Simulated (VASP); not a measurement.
A run of VASP 6.6.1:

INCAR

```
PREC     = Accurate       # precision mode
ENCUT    = 520            # plane-wave cutoff, eV
EDIFF    = 1E-7           # SCF threshold, eV
ISMEAR   = -1             # smearing method
SIGMA    = 0.1            # smearing width, eV
LREAL    = False          # projectors in reciprocal space
LASPH    = True           # aspherical terms in the spheres
NELM     = 100            # most SCF steps
ALGO     = Normal         # electronic algorithm
ISIF     = 2              # what is computed and relaxed
LWAVE    = False          # write WAVECAR
LCHARG   = False          # write CHGCAR
GGA      = PE             # functional
NBANDS   = 31             # bands
```

Contents of KPOINTS:

```
regular mesh
0
Gamma
  16 16 9
```

POSCAR

```
Yb
1.0
    3.7323804442      0.0000000000      0.0000000000
   -1.8661902221      3.2323362813      0.0000000000
    0.0000000000      0.0000000000      6.1260416142
Yb
2
Direct
    0.3333333333      0.6666666667      0.2500000000
    0.6666666667      0.3333333333      0.7500000000
```

Potentials or basis: VASP PAW PBE potentials, release 64 (Yb).

Command:

```bash
$ cat potpaw_PBE.64/Yb/POTCAR > POTCAR
$ mpirun -np 1 vasp_std > vasp.out
```

Hardware: 1 thread of Intel(R) Xeon(R) 6975P-C (Granite Rapids), on a shared host.

Q: Estimate the wall time of this run.

A: Wall time 5.6 min on 1 thread of Intel(R) Xeon(R) 6975P-C (Granite Rapids), with other jobs on the host, peak memory 0.42 GiB. Counts: scf iterations 29, k points 150.
